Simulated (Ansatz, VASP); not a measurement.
BeTe in VASP and in Ansatz

```
CELL_PARAMETERS angstrom
0.00000 2.80249 2.80249
2.80249 0.00000 2.80249
2.80249 2.80249 0.00000
ATOMIC_POSITIONS crystal
Be 0.00000 0.00000 0.00000
Te 0.25000 0.25000 0.25000
```

Alike in both runs: functional PBEsol; k mesh 8 × 8 × 8; occupations gaussian, width 0.02 eV; no spin polarisation.

Ansatz relaxed the structure, and its values are those at the end. VASP's run is a single point on that final structure, the one shown.

|  | VASP | Ansatz |
| --- | --- | --- |
| version | VASP 6.6.1 | Ansatz 0.2.0 |
| potentials or method | VASP PAW PBE potentials, release 64 (Be, Te), cutoff 600 eV | scalar-relativistic, plane waves, PAW |
| valence electrons in the cell | 8 | 18 |

|  | VASP | Ansatz | Ansatz less VASP |
| --- | --- | --- | --- |
| gap on the k mesh at the Fermi level (eV) | 1.82 | 1.84 | +0.018 |
| least direct gap on the mesh (eV) | 3.59 | 3.61 | +0.021 |
| pressure (GPa) | 0.3 | 0.0 | -0.25 |

VASP's potentials were made for PBE, not for PBEsol, and Ansatz warns of the same on its side. VASP's potentials hold 8 valence electrons a cell and Ansatz's 18, so a difference there can come from the potentials and not from the codes.

Spin-orbit coupling is off throughout.
